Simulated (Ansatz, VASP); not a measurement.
# Sb in VASP and in Ansatz

```
CELL_PARAMETERS angstrom
3.35453 0.00000 0.00000
-1.67727 2.90511 0.00000
0.00000 0.00000 5.47016
ATOMIC_POSITIONS crystal
Sb 0.66667 0.33333 0.75000
Sb 0.33333 0.66667 0.25000
```

Alike in both runs: task single point; functional PBE0; k mesh 6 × 6 × 4; occupations fermi-dirac, width 0.05 eV; no spin polarisation.

|  | VASP | Ansatz |
| --- | --- | --- |
| version | VASP 6.6.1 | Ansatz 0.2.0 |
| potentials or method | VASP PAW PBE potentials, release 64 (Sb) | Ansatz PAW |
| plane-wave cutoff (eV) | 520 | 420 |
| valence electrons in the cell | 10 | 30 |

Ansatz gave:

```
gap on the k mesh at the Fermi level (eV)                     : none
pressure (GPa)                                                : -0.5
traceless stress, the component that is largest in VASP (GPa) : 4.32
```

Which values does VASP return?

gap on the k mesh at the Fermi level (eV): none; pressure (GPa): -1.7; traceless stress, the component that is largest in VASP (GPa): 4.25.

A gap of «none» marks a metal or a gap that the smearing closes. VASP's potentials hold 10 valence electrons a cell and Ansatz's 30, so a difference there can come from the potentials and not from the codes.

The k mesh is coarse, so the values compare programs but aren't converged. Neither program's run includes spin-orbit coupling.
